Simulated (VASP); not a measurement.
# InRh: single point with LDA

Crystal: InRh.

```
CELL_PARAMETERS angstrom
3.19600 0.00000 0.00000
0.00000 3.19600 0.00000
0.00000 0.00000 3.19600
ATOMIC_POSITIONS crystal
In 0.50000 0.50000 0.50000
Rh 0.00000 0.00000 0.00000
```

```json
{"Program": "VASP 6.6.1", "Task": "single point", "Functional": "LDA", "Potentials or basis": "VASP PAW LDA potentials, release 64 (In_d, Rh_pv)", "Cutoff": "520 eV", "k mesh": "4 × 4 × 4", "Occupations": "fermi-dirac, width 0.15 eV", "Spin": "no spin polarisation", "Dipole correction": "no", "Further INCAR settings": "ALGO = Normal; EDIFF = 1e-07; NBANDS = 21"}
```

The pressure is -4.1 GPa and the band gap on the k mesh is zero (band 14 reaches 12.38 eV, above the bottom of band 15 at 10.85 eV).

Levels at points of the mesh, in eV from the Fermi level:
```
           k point  band 11  band 12  band 13  band 14  band 15  band 16  band 17  band 18
(0.00, 0.00, 0.00)    -3.29    -1.11    -1.11    -1.11     4.61     4.61     4.61    10.94
(0.50, 0.00, 0.00)    -3.31    -2.53    -2.53    -1.23     0.13    10.33    10.79    10.79
(0.50, 0.50, 0.00)    -2.26    -2.26    -1.67    -1.67    -0.42     2.99     3.71     9.94
(0.50, 0.50, 0.50)    -4.70    -0.36    -0.36     0.22     4.42     4.42     4.42     5.79
```

Run time: 2.1 s on 1 thread of Intel(R) Xeon(R) 6975P-C (Granite Rapids), with other jobs on the host, peak memory 0.12 GiB.

Caveat: the k points lie up to 0.49 Å⁻¹ apart; spin-orbit coupling is left out, which moves the levels of the heavy elements.
